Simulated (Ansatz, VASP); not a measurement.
**One calculation of ZnO, two programs**

```xyz
4
Lattice="3.2305 0.0000 0.0000 -1.6153 2.7977 0.0000 0.0000 0.0000 5.2139" Properties=species:S:1:pos:R:3 pbc="T T T"
Zn    1.6153    0.9326    2.6103
Zn    0.0000    1.8651    0.0033
O     1.6153    0.9326    4.5866
O     0.0000    1.8651    1.9796
```

Alike in both runs: task single point; functional PBEsol; k mesh 9 × 9 × 6; occupations gaussian, width 0.02 eV; no spin polarisation.

|  | VASP | Ansatz |
| --- | --- | --- |
| version | VASP 6.6.1 | Ansatz 0.2.0 |
| potentials or method | VASP PAW PBE potentials, release 64 (Zn, O), cutoff 520 eV | scalar-relativistic, plane waves, PAW |
| valence electrons in the cell | 36 | 36 |

Ansatz gave:

```
gap on the k mesh at the Fermi level (eV) : 0.70
least direct gap on the mesh (eV)         : 0.70
pressure (GPa)                            : 0.0
```

Q: What did VASP give for the same quantities?

A: gap on the k mesh at the Fermi level (eV): 0.69; least direct gap on the mesh (eV): 0.69; pressure (GPa): 1.0.

VASP's potentials were made for PBE, not for PBEsol. With one functional, cell and mesh, what is left measures potentials, basis and numerics.
